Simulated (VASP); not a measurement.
# Ga3Sb (I4/mmm) in VASP: a series of runs

Ga3Sb is run at these levels: PBEsol; tasks: single point, relaxation of shape and atoms at fixed volume.

Program: VASP 6.6.1. These are calculated values, not measurements. Logs are shortened: lines on timing, memory, paths and dates and some standing lists are left out, and cuts for length are marked.

## (1) The cell of the first run

It takes space group I4/mmm (No. 139, tetragonal). The conventional cell has a = 4.301 Å, b = 4.301 Å, c = 9.181 Å, α = 90.00°, β = 90.00°, γ = 90.00°. Ga (site symmetry -4m2) has 8 Ga at 3.04 to 3.15 Å and 4 Sb at 3.15 Å within 4.0 Å. Ga (site symmetry 4/mmm) has 4 Sb at 3.04 Å and 8 Ga at 3.15 Å within 4.0 Å. Within 4.0 Å of Sb (site symmetry 4/mmm) lie 12 Ga at 3.04 to 3.15 Å.

## (2) Single point, PBEsol (21.23 Å³/atom)

INCAR reads:

```
  PREC = Accurate
  ENCUT = 520
  EDIFF = 1E-7
  ISMEAR = 0
  SIGMA = 0.1
  LREAL = F
  LASPH = T
  NELM = 100
  ALGO = Fast
  ISIF = 2
  LWAVE = F
  LCHARG = F
  GGA = PS
  NBANDS = 30
```

KPOINTS reads:

```
Automatic mesh
0
Gamma
  14 14 14
```

POSCAR reads:

```
Ga3Sb
1.0
   -2.1503978127      2.1503978127      4.5902949216
    2.1503978127     -2.1503978127      4.5902949216
    2.1503978127      2.1503978127     -4.5902949216
Ga Sb
3 1
Direct
    0.7500000000      0.2500000000      0.5000000000
    0.2500000000      0.7500000000      0.5000000000
    0.5000000000      0.5000000000      0.0000000000
    0.0000000000      0.0000000000      0.0000000000
```

Potentials or basis: VASP PAW PBE potentials, release 64 (Ga_d, Sb).

The run is started by

```
> cat potpaw_PBE.64/Ga_d/POTCAR potpaw_PBE.64/Sb/POTCAR > POTCAR
> mpirun -np 1 vasp_std > vasp.out
```

OUTCAR:

```text
PREC = Accurate
   ENCUT = 520
   EDIFF = 1E-7
   ISMEAR = 0
   LREAL = F
   LASPH = T
   NELM = 100
   ISIF = 2
   GGA = PS

 ion  position               nearest neighbor table
   1  0.750  0.250  0.500-   4 3.15   4 3.15   4 3.15   4 3.15
   2  0.250  0.750  0.500-   4 3.15   4 3.15   4 3.15   4 3.15
   3  0.500  0.500  0.000-   4 3.04   4 3.04   4 3.04   4 3.04
   4  0.000  0.000  0.000-   3 3.04   3 3.04   3 3.04   3 3.04   2 3.15   1 3.15   2 3.15   1 3.15
                             1 3.15   1 3.15   2 3.15   2 3.15

  LATTYP: Found a body centered tetragonal cell.
 ALAT       =     4.3007956254
 C/A-ratio  =     2.1346259257

  Lattice vectors:

 A1 = (  -2.1503978127,   2.1503978127,   4.5902949216)
 A2 = (   2.1503978127,  -2.1503978127,   4.5902949216)
 A3 = (   2.1503978127,   2.1503978127,  -4.5902949216)

Analysis of symmetry for initial positions (statically):
=====================================================================
 Subroutine PRICEL returns:
 Original cell was already a primitive cell.

 Routine SETGRP: Setting up the symmetry group for a
 body centered tetragonal supercell.

 Subroutine GETGRP returns: Found 16 space group operations
 (whereof 16 operations were pure point group operations)
 out of a pool of 16 trial point group operations.

The static configuration has the point symmetry D_4h.

Analysis of symmetry for dynamics (positions and initial velocities):
=====================================================================
 Subroutine PRICEL returns:
 Original cell was already a primitive cell.

 Routine SETGRP: Setting up the symmetry group for a
 body centered tetragonal supercell.

 Subroutine GETGRP returns: Found 16 space group operations
 (whereof 16 operations were pure point group operations)
 out of a pool of 16 trial point group operations.

The dynamic configuration has the point symmetry D_4h.

 Subroutine INISYM returns: Found 16 space group operations
 (whereof 16 operations are pure point group operations),
 and found     1 'primitive' translations

----------------------------------------------------------------------------------------

                                     Primitive cell

  volume of cell :      84.9060

  direct lattice vectors                    reciprocal lattice vectors
    -2.150397813  2.150397813  4.590294922     0.000000000  0.232515117  0.108925463
     2.150397813 -2.150397813  4.590294922     0.232515117  0.000000000  0.108925463
[... 91 lines left out ...]
   EDIFFG = 0.1E-05   stopping-criterion for IOM
   NSW    =      0    number of steps for IOM
   IBRION =     -1    ionic relax: 0-MD 1-quasi-New 2-CG
   NFREE  =      0    steps in history (QN), initial steepest desc. (CG)
   ISIF   =      2    stress and relaxation
   ISYM   =      2    0-nonsym 1-usesym 2-fastsym
   POTIM  = 0.5000    time-step for ionic-motion
   TEBEG  =    0.0;   TEEND  =   0.0 temperature during run
   PSTRESS=    0.0 pullay stress
   NELECT =      44.0000    total number of electrons
   NUPDOWN=      -1.0000    fix difference up-down
   EMIN   =  10.00;   EMAX   =-10.00  energy-range for DOS
   EFERMI =   0.00;   METHOD = LEGACY
   ISMEAR =     0;   SIGMA  =   0.10  broadening in eV -4-tet -1-fermi 0-gaus
   EFERMI_NEDOS =   21; number of points for ismear=-14 and -15
   IALGO  =     68    algorithm
   IMIX   =      4    mixing-type and parameters
     AMIX     =   0.40;   BMIX     =  1.00
     AMIX_MAG =   1.60;   BMIX_MAG =  1.00
  volume/ion in A,a.u.               =      21.23       143.24
  Fermi-wavevector in a.u.,A,eV,Ry     =   1.314961  2.484917 23.526152  1.729123
  Thomas-Fermi vector in A             =   2.445177
   LORBIT       =      0    0 simple, 1 ext, 2 COOP (PROOUT), +10 PAW based schemes
   GGA     = PS    functional components
   LHFCALC =     F    Hartree Fock is set to
   AEXX    =    0.0000 exact exchange contribution
   IVDW    =     0    specifies the selected vdW correction
   LEPSILON=     F    determine dielectric tensor
   LRPA    =     F    only Hartree local field effects (RPA)
 non-spin polarized calculation
 RMM-DIIS sequential band-by-band and
 Gauss-broadening in eV      SIGMA  =   0.10
  energy-cutoff  :      520.00
  volume of cell :       84.91
 maximum number of plane-waves:      2316
 NGX is ok and might be reduce to    42
   NGX = 21   NGY = 21   NGZ = 21

 number of electron      44.0000011 magnetization

 Free energy of the ion-electron system (eV)
  ---------------------------------------------------
  ext. energy  EPLUGINS =         0.00000000
  ---------------------------------------------------
  free energy    TOTEN  =       -14.29785634 eV

  energy without entropy =      -14.28915117  energy(sigma->0) =      -14.29350376

 E-fermi :   6.2034     XC(G=0): -10.7989

 val. band max:        6.1875400439   @ k =  -0.3571   0.4286   0.1429
 cond. band min:       6.2049325701   @ k =   0.1429   0.0000   0.0000
 fundamental gap:      0.0173925263
 Fermi energy:         6.2033938718

 k-point     1 :       0.0000    0.0000    0.0000
  band No.  band energies     occupation
      1      -8.6852      2.00000
      2      -8.6388      2.00000
      3      -8.6229      2.00000
      4      -8.5807      2.00000
      5      -8.5807      2.00000
      6      -8.5750      2.00000
[... 781 lines left out ...]
     29      11.0733      0.00000
     30      13.9649      0.00000

 [... further k-points ...]

------------------------ aborting loop because EDIFF is reached ----------------------------------------

  FORCE on cell =-STRESS in cart. coord.  units (eV):
  Direction    XX          YY          ZZ          XY          YZ          ZX
  --------------------------------------------------------------------------------------
  -------------------------------------------------------------------------------------
  Total       -0.7485562     -0.7485562     -0.8101913      0.0000000     -0.0000000      0.0000000
  in kB      -14.1252712    -14.1252712    -15.2883260      0.0000000     -0.0000000      0.0000000
  external PRESSURE =     -14.5129562 kB  Pullay stress =       0.0000000 kB

 VOLUME and BASIS-vectors are now :
 -----------------------------------------------------------------------------
  energy-cutoff  :      520.00
  volume of cell :       84.91
      direct lattice vectors                 reciprocal lattice vectors
    -2.150397813  2.150397813  4.590294922     0.000000000  0.232515117  0.108925463
     2.150397813 -2.150397813  4.590294922     0.232515117  0.000000000  0.108925463
     2.150397813  2.150397813 -4.590294922     0.232515117  0.232515117  0.000000000

 POSITION                                       TOTAL-FORCE (eV/Angst)
 -----------------------------------------------------------------------------------
     -0.00000      2.15040      2.29515        -0.000000     -0.000000     -0.000000
      2.15040     -0.00000      2.29515        -0.000000      0.000000     -0.000000
      0.00000      0.00000      4.59029         0.000000      0.000000      0.000000
      0.00000      0.00000      0.00000         0.000000      0.000000      0.000000
 -----------------------------------------------------------------------------------
    total drift:                               -0.000000      0.000000      0.000000

  FREE ENERGIE OF THE ION-ELECTRON SYSTEM (eV)
  ---------------------------------------------------
  free  energy   TOTEN  =       -14.2978563445 eV

  energy  without entropy=      -14.2891511718  energy(sigma->0) =      -14.29350376
```

stdout:

```text
POSCAR found type information on POSCAR GaSb
 POSCAR found :  2 types and       4 ions
 scaLAPACK will be used
 -----------------------------------------------------------------------------
|                                                                             |
|                                                                             |
|     You enforced a specific xc type in the INCAR file but a different       |
|     I HOPE YOU KNOW WHAT YOU ARE DOING!                                     |
|                                                                             |
 -----------------------------------------------------------------------------

 LDA part: xc-table for (Slater+PW92), standard interpolation
 POSCAR, INCAR and KPOINTS ok, starting setup
 FFT: planning ... GRIDC
 FFT: planning ... GRID_SOFT
 FFT: planning ... GRID
 WAVECAR not read
 entering main loop
WARNING in EDDRMM: call to ZHEGV failed, returncode =   8  4     28
WARNING in EDDRMM: call to ZHEGV failed, returncode =   8  4     26
WARNING in EDDRMM: call to ZHEGV failed, returncode =   8  4     29
WARNING in EDDRMM: call to ZHEGV failed, returncode =   8  4     28
WARNING in EDDRMM: call to ZHEGV failed, returncode =   8  4     29
```

It took 12 min on 1 thread of Intel Xeon Platinum 8488C (Sapphire Rapids), shared host; peak memory 0.64 GiB.

What came out:

| Item | Value |
| --- | --- |
| Free energy | -14.2979 eV |
| Pressure | -1.5 GPa |
| Band gap on the k mesh | zero (bands 22 and 23 overlap by 4.60 eV) |

Caveat: the PAW data sets were made with another functional, which shifts forces and pressure a little; spin-orbit coupling is left out, which moves the levels of the heavy elements.

## (3) Single point, PBEsol (21.84 Å³/atom)

This run uses another cell than the first one, of 21.84 Å³/atom.

INCAR reads:

```
ALGO = Fast ; EDIFF = 1E-6
ENCUT = 520 ; GGA = PS
ISIF = 2 ; ISMEAR = 0
LASPH = True ; LCHARG = False
LREAL = False ; LWAVE = False
NBANDS = 30 ; NELM = 80
PREC = Accurate ; SIGMA = 0.1
```

KPOINTS reads:

```
k-points
0
Gamma
  14 14 14
```

POSCAR reads:

```
Ga3Sb
1.0
   -2.2785733544      2.2785733544      4.2074679875
    2.2785733544     -2.2785733544      4.2074679875
    2.2785733544      2.2785733544     -4.2074679875
Ga Sb
3 1
Direct
    0.7500000000      0.2500000000      0.5000000000
    0.2500000000      0.7500000000      0.5000000000
    0.5000000000      0.5000000000      0.0000000000
    0.0000000000      0.0000000000      0.0000000000
```

Potentials or basis: VASP PAW PBE potentials, release 64 (Ga_d, Sb).

The run is started by

```
> cat potpaw_PBE.64/Ga_d/POTCAR potpaw_PBE.64/Sb/POTCAR > POTCAR
> mpirun -np 1 vasp_std > vasp.out
```

OUTCAR:

```text
EDIFF = 1E-6
   ENCUT = 520
   GGA = PS
   ISIF = 2
   ISMEAR = 0
   LASPH = True
   LREAL = False
   NELM = 80
   PREC = Accurate

 ion  position               nearest neighbor table
   1  0.750  0.250  0.500-   4 3.10   4 3.10   4 3.10   4 3.10
   2  0.250  0.750  0.500-   4 3.10   4 3.10   4 3.10   4 3.10
   3  0.500  0.500  0.000-   4 3.22   4 3.22   4 3.22   4 3.22
   4  0.000  0.000  0.000-   1 3.10   2 3.10   1 3.10   2 3.10   1 3.10   2 3.10   1 3.10   2 3.10
                             3 3.22   3 3.22   3 3.22   3 3.22

  LATTYP: Found a body centered tetragonal cell.
 ALAT       =     4.5571467088
 C/A-ratio  =     1.8465361141

  Lattice vectors:

 A1 = (  -2.2785733544,   2.2785733544,   4.2074679875)
 A2 = (   2.2785733544,  -2.2785733544,   4.2074679875)
 A3 = (   2.2785733544,   2.2785733544,  -4.2074679875)

Analysis of symmetry for initial positions (statically):
=====================================================================
 Subroutine PRICEL returns:
 Original cell was already a primitive cell.

[... 172 lines left out ...]
  energy without entropy =      -14.28045205  energy(sigma->0) =      -14.28326080

 E-fermi :   5.9684     XC(G=0): -10.6625

 val. band max:        5.9563810622   @ k =  -0.0714   0.5000   0.0714
 cond. band min:       5.9723055063   @ k =  -0.2857   0.3571   0.2857
 fundamental gap:      0.0159244441
 Fermi energy:         5.9683578652

 k-point     1 :       0.0000    0.0000    0.0000
  band No.  band energies     occupation
      1      -8.9221      2.00000
      2      -8.8939      2.00000
      3      -8.8712      2.00000
      4      -8.8662      2.00000
      5      -8.8662      2.00000
      6      -8.8431      2.00000
[... 781 lines left out ...]
     29      11.3238      0.00000
     30      13.2496      0.00000

 [... further k-points ...]

------------------------ aborting loop because EDIFF is reached ----------------------------------------

  FORCE on cell =-STRESS in cart. coord.  units (eV):
  Direction    XX          YY          ZZ          XY          YZ          ZX
  --------------------------------------------------------------------------------------
  -------------------------------------------------------------------------------------
  Total       -1.4101030     -1.4101030     -1.4461731      0.0000000      0.0000000      0.0000000
  in kB      -25.8555984    -25.8555984    -26.5169779      0.0000000      0.0000000      0.0000000
  external PRESSURE =     -26.0760582 kB  Pullay stress =       0.0000000 kB

 VOLUME and BASIS-vectors are now :
 -----------------------------------------------------------------------------
  energy-cutoff  :      520.00
  volume of cell :       87.38
      direct lattice vectors                 reciprocal lattice vectors
    -2.278573354  2.278573354  4.207467988     0.000000000  0.219435551  0.118836317
     2.278573354 -2.278573354  4.207467988     0.219435551  0.000000000  0.118836317
     2.278573354  2.278573354 -4.207467988     0.219435551  0.219435551  0.000000000

 POSITION                                       TOTAL-FORCE (eV/Angst)
 -----------------------------------------------------------------------------------
      0.00000      2.27857      2.10373         0.000000     -0.000000      0.000000
      2.27857      0.00000      2.10373        -0.000000      0.000000     -0.000000
      0.00000      0.00000      4.20747        -0.000000     -0.000000      0.000000
      0.00000      0.00000      0.00000        -0.000000     -0.000000      0.000000
 -----------------------------------------------------------------------------------
    total drift:                               -0.000000     -0.000000      0.000000

  FREE ENERGIE OF THE ION-ELECTRON SYSTEM (eV)
  ---------------------------------------------------
  free  energy   TOTEN  =       -14.2860695585 eV

  energy  without entropy=      -14.2804520515  energy(sigma->0) =      -14.28326080
```

OSZICAR:

```text
N       E                     dE             d eps       ncg     rms          rms(c)
DAV:   1     0.295197347118E+03    0.29520E+03   -0.20683E+04 14976   0.235E+03
DAV:   2     0.220375500841E+02   -0.27316E+03   -0.26594E+03 15198   0.502E+02
DAV:   3    -0.131897217729E+02   -0.35227E+02   -0.34421E+02 16728   0.136E+02
DAV:   4    -0.143484206112E+02   -0.11587E+01   -0.11540E+01 17214   0.263E+01
DAV:   5    -0.143768906188E+02   -0.28470E-01   -0.28462E-01 19196   0.418E+00    0.246E+00
RMM:   6    -0.143034760525E+02    0.73415E-01   -0.15095E-01 19042   0.383E+00    0.136E+00
RMM:   7    -0.142873415497E+02    0.16135E-01   -0.56698E-02 19762   0.174E+00    0.238E-01
RMM:   8    -0.142860402052E+02    0.13013E-02   -0.53162E-03 20494   0.678E-01    0.629E-02
RMM:   9    -0.142860573516E+02   -0.17146E-04   -0.95236E-04 23675   0.266E-01    0.536E-02
RMM:  10    -0.142860700157E+02   -0.12664E-04   -0.17606E-04 24491   0.988E-02    0.235E-02
RMM:  11    -0.142860690341E+02    0.98156E-06   -0.42821E-05 21004   0.659E-02    0.840E-03
RMM:  12    -0.142860694698E+02   -0.43565E-06   -0.12670E-05 18969   0.272E-02    0.292E-03
RMM:  13    -0.142860695585E+02   -0.88761E-07   -0.26302E-06 12250   0.138E-02
   1 F= -.14286070E+02 E0= -.14283261E+02  d E =-.561751E-02
```

It took 8.3 min on 1 thread of Intel Xeon Platinum 8488C (Sapphire Rapids), shared host; peak memory 0.64 GiB.

What came out:

- Free energy: -14.2861 eV
- Pressure: -2.6 GPa
- Band gap on the k mesh: zero (bands 22 and 23 overlap by 4.37 eV)

Caveat: the PAW data sets were made with another functional, which shifts forces and pressure a little; spin-orbit coupling is left out, which moves the levels of the heavy elements.

## (4) Relaxation of shape and atoms at fixed volume, PBEsol (19.99 Å³/atom)

This run uses another cell than the first one, of 19.99 Å³/atom.

INCAR reads:

```
ALGO = Fast
EDIFF = 1E-6
EDIFFG = -0.01
ENCUT = 600
GGA = PS
IBRION = 2
ISIF = 4
ISMEAR = 0
LASPH = T
LCHARG = F
LREAL = F
LWAVE = F
NELM = 80
NSW = 50
PREC = Accurate
SIGMA = 0.1
```

KPOINTS is that of step 3.

POSCAR reads:

```
Ga3Sb
1.0
   -2.1078044294      2.1078044294      4.4993739813
    2.1078044294     -2.1078044294      4.4993739813
    2.1078044294      2.1078044294     -4.4993739813
Ga Sb
3 1
Direct
    0.7500000000      0.2500000000      0.5000000000
    0.2500000000      0.7500000000      0.5000000000
    0.5000000000      0.5000000000      0.0000000000
    0.0000000000      0.0000000000      0.0000000000
```

The run is started by

```
> cat potpaw_PBE.64/Ga_d/POTCAR potpaw_PBE.64/Sb/POTCAR > POTCAR
> mpirun -np 1 vasp_std > vasp.out
```

Wall time 23 min (1 thread of Oxide Virtual Turin-like, shared host); peak memory 0.7 GiB.

Results (log left out):

- Free energy: -14.2933 eV
- Pressure after relaxing: 1.9 GPa
- Band gap on the k mesh: zero (bands 22 and 23 overlap by 4.95 eV)

Final structure:
```yaml
crystal:
  lattice:
    - [-2.10780, 2.10780, 4.49937]
    - [2.10780, -2.10780, 4.49937]
    - [2.10780, 2.10780, -4.49937]
  atoms:
    - { symbol: Ga, position: [0.75000, 0.25000, 0.50000] }
    - { symbol: Ga, position: [0.25000, 0.75000, 0.50000] }
    - { symbol: Ga, position: [0.50000, 0.50000, 0.00000] }
    - { symbol: Sb, position: [0.00000, 0.00000, 0.00000] }
```

Levels at points of the mesh, in eV from the Fermi level:
```csv
k point,band 18,band 19,band 20,band 21,band 22,band 23,band 24,band 25,band 26
"(0.00, 0.00, 0.00)",-4.15,-2.79,-2.02,-2.02,-1.77,-0.51,-0.51,0.73,0.90
"(0.50, 0.00, 0.00)",-5.56,-5.27,-1.19,-0.47,-0.34,0.18,1.89,3.12,3.56
"(0.50, 0.50, 0.00)",-6.00,-5.29,-5.27,-4.61,-0.21,0.28,0.30,1.04,7.60
"(0.50, 0.50, 0.50)",-3.77,-3.42,-3.42,-2.49,2.52,3.02,3.02,4.06,5.00
```

Caveat: the PAW data sets were made with another functional, which shifts forces and pressure a little; spin-orbit coupling is left out, which moves the levels of the heavy elements.

## (5) The runs side by side

| task | cell | cutoff (eV) | gap on the mesh (eV) | pressure (GPa) |
| --- | --- | --- | --- | --- |
| single point | a = 5.506 Å, angles 134.0, 134.0, 67.0°, 4 atoms | 520 | none | -1.5 |
| single point | a = 5.300 Å, angles 129.1, 129.1, 74.9°, 4 atoms | 520 | none | -2.6 |
| relaxation of shape and atoms at fixed volume | relaxed from a = 5.397 Å, angles 134.0, 134.0, 67.0°, 4 atoms | 600 | none | 1.9 |

Alike in all rows: level PBEsol; potentials or basis VASP PAW PBE potentials, release 64 (Ga_d, Sb); no spin polarisation; k mesh 14 × 14 × 14; smearing gaussian 0.1 eV.

Caveats: the PAW data sets were made with another functional, which shifts forces and pressure a little; spin-orbit coupling is left out, which moves the levels of the heavy elements.

Total energies depend on the potentials used, so only differences within one code and one set of settings carry meaning.
